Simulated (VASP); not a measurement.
# SrHg3O4 (Pm-3m) in VASP: further runs

SrHg3O4 is run at these levels: PBE; tasks: single point.

Program: VASP 6.6.1. These are calculated values, not measurements. Logs are shortened: lines on timing, memory, paths and dates and some standing lists are left out, and cuts for length are marked.

### Step 1. The cell of the first run

Symmetry: Pm-3m, No. 221, cubic system. Conventional cell: a = 5.089 Å, b = 5.089 Å, c = 5.089 Å, α = 90.00°, β = 90.00°, γ = 90.00°. Within 3.4 Å of Sr (site symmetry m-3m) lie 6 O at 2.54 Å. Hg (site symmetry 4/mmm) has 6 O at 2.54 Å within 3.4 Å. Within 3.4 Å of O (site symmetry 4/mmm) lie 2 Sr at 2.54 Å and 4 Hg at 2.54 Å. Within 3.4 Å of O (site symmetry m-3m) lie 6 Hg at 2.54 Å.

### Step 2. Single point, PBE (16.47 Å³/atom)

Contents of INCAR:

```
  PREC = Accurate
  ENCUT = 520
  EDIFF = 1E-7
  ISMEAR = 0
  SIGMA = 0.1
  LREAL = F
  LASPH = T
  NELM = 60
  ALGO = Normal
  ISIF = 2
  LWAVE = F
  LCHARG = F
  GGA = PE
  NBANDS = 45
```

Contents of KPOINTS:

```
Automatic mesh
0
Gamma
  8 8 8
```

Contents of POSCAR:

```
SrHg3O4
1.0
    5.0890333870      0.0000000000      0.0000000000
    0.0000000000      5.0890333870      0.0000000000
    0.0000000000      0.0000000000      5.0890333870
Sr Hg O
1 3 4
Direct
    0.0000000000      0.0000000000      0.0000000000
    0.0000000000      0.5000000000      0.5000000000
    0.5000000000      0.0000000000      0.5000000000
    0.5000000000      0.5000000000      0.0000000000
    0.5000000000      0.0000000000      0.0000000000
    0.5000000000      0.5000000000      0.5000000000
    0.0000000000      0.0000000000      0.5000000000
    0.0000000000      0.5000000000      0.0000000000
```

Potentials or basis: VASP PAW PBE potentials, release 64 (Sr_sv, Hg, O).

Started as:

```console
> cat potpaw_PBE.64/Sr_sv/POTCAR potpaw_PBE.64/Hg/POTCAR potpaw_PBE.64/O/POTCAR > POTCAR
> mpirun -np 1 vasp_std > vasp.out
```

OUTCAR:

```text
PREC = Accurate
   ENCUT = 520
   EDIFF = 1E-7
   ISMEAR = 0
   LREAL = F
   LASPH = T
   NELM = 60
   ISIF = 2
   GGA = PE

 ion  position               nearest neighbor table
   1  0.000  0.000  0.000-   5 2.54   7 2.54   8 2.54   7 2.54   8 2.54   5 2.54   2 3.60   3 3.60
                             2 3.60   2 3.60   4 3.60   3 3.60   2 3.60   3 3.60   4 3.60   4 3.60
   2  0.000  0.500  0.500-   6 2.54   7 2.54   8 2.54   8 2.54   7 2.54   6 2.54   1 3.60   4 3.60
                             1 3.60   1 3.60   3 3.60   3 3.60   1 3.60   3 3.60   4 3.60   4 3.60
   3  0.500  0.000  0.500-   5 2.54   6 2.54   7 2.54   5 2.54   6 2.54   7 2.54   1 3.60   4 3.60
                             1 3.60   2 3.60   4 3.60   2 3.60   4 3.60   1 3.60   2 3.60   4 3.60
   4  0.500  0.500  0.000-   5 2.54   6 2.54   8 2.54   6 2.54   5 2.54   8 2.54   2 3.60   3 3.60
                             1 3.60   1 3.60   3 3.60   2 3.60   3 3.60   1 3.60   2 3.60   3 3.60
   5  0.500  0.000  0.000-   1 2.54   3 2.54   4 2.54   3 2.54   4 2.54   1 2.54
   6  0.500  0.500  0.500-   2 2.54   3 2.54   4 2.54   4 2.54   3 2.54   2 2.54
   7  0.000  0.000  0.500-   1 2.54   2 2.54   3 2.54   1 2.54   2 2.54   3 2.54
   8  0.000  0.500  0.000-   1 2.54   2 2.54   4 2.54   2 2.54   1 2.54   4 2.54

  LATTYP: Found a simple cubic cell.
 ALAT       =     5.0890333870

  Lattice vectors:

 A1 = (   5.0890333870,   0.0000000000,   0.0000000000)
 A2 = (   0.0000000000,   5.0890333870,   0.0000000000)
 A3 = (   0.0000000000,   0.0000000000,   5.0890333870)

Analysis of symmetry for initial positions (statically):
=====================================================================
 Subroutine PRICEL returns:
 Original cell was already a primitive cell.

 Routine SETGRP: Setting up the symmetry group for a
 simple cubic supercell.

 Subroutine GETGRP returns: Found 48 space group operations
 (whereof 48 operations were pure point group operations)
 out of a pool of 48 trial point group operations.

The static configuration has the point symmetry O_h .

Analysis of symmetry for dynamics (positions and initial velocities):
=====================================================================
 Subroutine PRICEL returns:
 Original cell was already a primitive cell.

 Routine SETGRP: Setting up the symmetry group for a
 simple cubic supercell.

 Subroutine GETGRP returns: Found 48 space group operations
 (whereof 48 operations were pure point group operations)
 out of a pool of 48 trial point group operations.

The dynamic configuration has the point symmetry O_h .

 Subroutine INISYM returns: Found 48 space group operations
 (whereof 48 operations are pure point group operations),
 and found     1 'primitive' translations

----------------------------------------------------------------------------------------

                                     Primitive cell

  volume of cell :     131.7971

  direct lattice vectors                    reciprocal lattice vectors
     5.089033387  0.000000000  0.000000000     0.196500971  0.000000000  0.000000000
     0.000000000  5.089033387  0.000000000     0.000000000  0.196500971  0.000000000
     0.000000000  0.000000000  5.089033387     0.000000000  0.000000000  0.196500971

  length of vectors
     5.089033387  5.089033387  5.089033387     0.196500971  0.196500971  0.196500971

  position of ions in fractional coordinates (direct lattice)
     0.000000000  0.000000000  0.000000000
     0.000000000  0.500000000  0.500000000
     0.500000000  0.000000000  0.500000000
     0.500000000  0.500000000  0.000000000
     0.500000000  0.000000000  0.000000000
     0.500000000  0.500000000  0.500000000
     0.000000000  0.000000000  0.500000000
     0.000000000  0.500000000  0.000000000

  ion indices of the primitive-cell ions
   primitive index   ion index
                 1           1
                 2           2
                 3           3
                 4           4
                 5           5
                 6           6
                 7           7
                 8           8

----------------------------------------------------------------------------------------

 KPOINTS: Automatic mesh

Automatic generation of k-mesh.
 Grid dimensions read from file:
 generate k-points for:    8    8    8

 Generating k-lattice:

  Cartesian coordinates                     Fractional coordinates (reciprocal lattice)
     0.024562621  0.000000000  0.000000000     0.125000000  0.000000000  0.000000000
     0.000000000  0.024562621  0.000000000     0.000000000  0.125000000  0.000000000
     0.000000000  0.000000000  0.024562621     0.000000000  0.000000000  0.125000000

  Length of vectors
     0.024562621  0.024562621  0.024562621

  Shift w.r.t. Gamma in fractional coordinates (k-lattice)
     0.000000000  0.000000000  0.000000000

 Subroutine IBZKPT returns following result:
 ===========================================

 Found     35 irreducible k-points:

 Following reciprocal coordinates:
            Coordinates               Weight
  0.000000  0.000000  0.000000      1.000000
  0.125000  0.000000  0.000000      6.000000
  0.250000  0.000000  0.000000      6.000000
  0.375000  0.000000  0.000000      6.000000
  0.500000  0.000000  0.000000      3.000000
  0.125000  0.125000  0.000000     12.000000
[... 16 lines left out ...]
  0.375000  0.375000  0.125000     24.000000
  0.500000  0.375000  0.125000     24.000000
 [... further k-points ...]
   k-points           NKPTS =     35   k-points in BZ     NKDIM =     35   number of bands    NBANDS=     45
   number of dos      NEDOS =    301   number of ions     NIONS =      8
   total plane-waves  NPLWV =  64000
   dimension x,y,z NGX =    40 NGY =   40 NGZ =   40
   dimension x,y,z NGXF=    80 NGYF=   80 NGZF=   80
   ions per type =               1   3   4
   NGX,Y,Z   is equivalent  to a cutoff of  13.07, 13.07, 13.07 a.u.
   NGXF,Y,Z  is equivalent  to a cutoff of  26.13, 26.13, 26.13 a.u.
 SYSTEM =  unknown system
   PREC   = accura    normal or accurate (medium, high low for compatibility)
   ISTART =      0    job   : 0-new  1-cont  2-samecut
   ICHARG =      2    charge: 1-file 2-atom 10-const
   ISPIN  =      1    spin polarized calculation?
   LNONCOLLINEAR =      F non collinear calculations
   LSORBIT =      F    spin-orbit coupling
   LASPH  =      T    aspherical Exc in radial PAW
   ENCUT  =  520.0 eV  38.22 Ry    6.18 a.u.   9.46  9.46  9.46*2*pi/ulx,y,z
   NELM   =     60;   NELMIN=  2; NELMDL= -5     # of ELM steps
   EDIFF  = 0.1E-06   stopping-criterion for ELM
   LREAL  =      F    real-space projection
   EDIFFG = 0.1E-05   stopping-criterion for IOM
   NSW    =      0    number of steps for IOM
   IBRION =     -1    ionic relax: 0-MD 1-quasi-New 2-CG
   NFREE  =      0    steps in history (QN), initial steepest desc. (CG)
   ISIF   =      2    stress and relaxation
   ISYM   =      2    0-nonsym 1-usesym 2-fastsym
   POTIM  = 0.5000    time-step for ionic-motion
   TEBEG  =    0.0;   TEEND  =   0.0 temperature during run
   PSTRESS=    0.0 pullay stress
   NELECT =      70.0000    total number of electrons
   NUPDOWN=      -1.0000    fix difference up-down
   EMIN   =  10.00;   EMAX   =-10.00  energy-range for DOS
   EFERMI =   0.00;   METHOD = LEGACY
   ISMEAR =     0;   SIGMA  =   0.10  broadening in eV -4-tet -1-fermi 0-gaus
   EFERMI_NEDOS =   21; number of points for ismear=-14 and -15
   IALGO  =     38    algorithm
   IMIX   =      4    mixing-type and parameters
     AMIX     =   0.40;   BMIX     =  1.00
     AMIX_MAG =   1.60;   BMIX_MAG =  1.00
  volume/ion in A,a.u.               =      16.47       111.18
  Fermi-wavevector in a.u.,A,eV,Ry     =   1.325782  2.505365 23.914942  1.757699
  Thomas-Fermi vector in A             =   2.455218
   LORBIT       =      0    0 simple, 1 ext, 2 COOP (PROOUT), +10 PAW based schemes
   GGA     = PE    functional components
   LHFCALC =     F    Hartree Fock is set to
   AEXX    =    0.0000 exact exchange contribution
   IVDW    =     0    specifies the selected vdW correction
   LEPSILON=     F    determine dielectric tensor
   LRPA    =     F    only Hartree local field effects (RPA)
 non-spin polarized calculation
 Gauss-broadening in eV      SIGMA  =   0.10
  energy-cutoff  :      520.00
  volume of cell :      131.80
 maximum number of plane-waves:      3579
 NGX is ok and might be reduce to    40
   NGX = 19   NGY = 19   NGZ = 19

 number of electron      70.0000037 magnetization

 Free energy of the ion-electron system (eV)
  ---------------------------------------------------
  ext. energy  EPLUGINS =         0.00000000
  ---------------------------------------------------
  free energy    TOTEN  =       -28.42959484 eV

  energy without entropy =      -28.42192102  energy(sigma->0) =      -28.42575793

 E-fermi :   1.4000     XC(G=0): -10.5816

 val. band max:        1.3951806568   @ k =   0.5000   0.5000   0.1250
 cond. band min:       1.4238019661   @ k =   0.5000   0.5000   0.2500
 fundamental gap:      0.0286213093
 Fermi energy:         1.4000499473

 k-point     1 :       0.0000    0.0000    0.0000
  band No.  band energies     occupation
      1     -30.9385      2.00000
      2     -15.2413      2.00000
      3     -14.8295      2.00000
      4     -14.7715      2.00000
      5     -14.7715      2.00000
      6     -13.1362      2.00000
[... 37 lines left out ...]
     44       8.6868      0.00000
     45      10.6665      0.00000

 k-point     2 :       0.1250    0.0000    0.0000
  band No.  band energies     occupation
      1     -30.9382      2.00000
      2     -15.2345      2.00000
      3     -14.8784      2.00000
      4     -14.8051      2.00000
      5     -14.7623      2.00000
      6     -13.1361      2.00000
[... 37 lines left out ...]
     44       8.9058      0.00000
     45      10.5038      0.00000

 k-point     3 :       0.2500    0.0000    0.0000
  band No.  band energies     occupation
      1     -30.9373      2.00000
      2     -15.2416      2.00000
      3     -15.0091      2.00000
      4     -14.8099      2.00000
      5     -14.7397      2.00000
      6     -13.1358      2.00000
[... 37 lines left out ...]
     44       9.3065      0.00000
     45      10.0389      0.00000

 k-point     4 :       0.3750    0.0000    0.0000
  band No.  band energies     occupation
      1     -30.9365      2.00000
      2     -15.3100      2.00000
      3     -15.0467      2.00000
      4     -14.8121      2.00000
      5     -14.7170      2.00000
      6     -13.1355      2.00000
[... 901 lines left out ...]
     44       8.9231      0.00000
     45      10.8379      0.00000

 k-point    23 :       0.3750    0.3750    0.1250
  band No.  band energies     occupation
      1     -30.9342      2.00000
      2     -15.2219      2.00000
      3     -15.1910      2.00000
      4     -15.0180      2.00000
      5     -14.8100      2.00000
      6     -12.9975      2.00000
[... 37 lines left out ...]
     44       8.9568      0.00000
     45      10.2842      0.00000

 k-point    24 :       0.5000    0.3750    0.1250
  band No.  band energies     occupation
      1     -30.9339      2.00000
      2     -15.2603      2.00000
      3     -15.1903      2.00000
      4     -15.0182      2.00000
      5     -14.8021      2.00000
      6     -12.9967      2.00000
[... 37 lines left out ...]
     44       8.9024      0.00000
     45      10.1835      0.00000

 [... further k-points ...]

------------------------ aborting loop because EDIFF is reached ----------------------------------------

  FORCE on cell =-STRESS in cart. coord.  units (eV):
  Direction    XX          YY          ZZ          XY          YZ          ZX
  --------------------------------------------------------------------------------------
  -------------------------------------------------------------------------------------
  Total       -3.7016163     -3.7016163     -3.7016163      0.0000000      0.0000000     -0.0000000
  in kB      -44.9982968    -44.9982968    -44.9982968      0.0000000      0.0000000     -0.0000000
  external PRESSURE =     -44.9982968 kB  Pullay stress =       0.0000000 kB

 VOLUME and BASIS-vectors are now :
 -----------------------------------------------------------------------------
  energy-cutoff  :      520.00
  volume of cell :      131.80
      direct lattice vectors                 reciprocal lattice vectors
     5.089033387  0.000000000  0.000000000     0.196500971  0.000000000  0.000000000
     0.000000000  5.089033387  0.000000000     0.000000000  0.196500971  0.000000000
     0.000000000  0.000000000  5.089033387     0.000000000  0.000000000  0.196500971

 POSITION                                       TOTAL-FORCE (eV/Angst)
 -----------------------------------------------------------------------------------
      0.00000      0.00000      0.00000         0.000000      0.000000      0.000000
      0.00000      2.54452      2.54452         0.000000      0.000000      0.000000
      2.54452      0.00000      2.54452         0.000000      0.000000      0.000000
      2.54452      2.54452      0.00000         0.000000      0.000000      0.000000
      2.54452      0.00000      0.00000         0.000000      0.000000      0.000000
      2.54452      2.54452      2.54452         0.000000      0.000000      0.000000
      0.00000      0.00000      2.54452         0.000000      0.000000      0.000000
      0.00000      2.54452      0.00000         0.000000      0.000000      0.000000
 -----------------------------------------------------------------------------------
    total drift:                                0.000000      0.000000     -0.000000

  FREE ENERGIE OF THE ION-ELECTRON SYSTEM (eV)
  ---------------------------------------------------
  free  energy   TOTEN  =       -28.4295948370 eV

  energy  without entropy=      -28.4219210190  energy(sigma->0) =      -28.42575793
```

Run time: 1.7 min. Hardware: 1 thread of Intel Xeon 6975P-C (Granite Rapids), shared host; peak memory 0.35 GiB.

Results:

| Property | Result |
| --- | --- |
| Free energy | -28.4296 eV |
| Pressure | -4.5 GPa |
| Band gap on the k mesh | zero (bands 35 and 36 overlap by 0.90 eV) |

Caveat: the cell stands under tension; spin-orbit coupling is left out, which moves the levels of the heavy elements.

(Part 1 of 2 ends here.)

The gap in the log of VASP goes by the Fermi energy; the results here count the filled bands.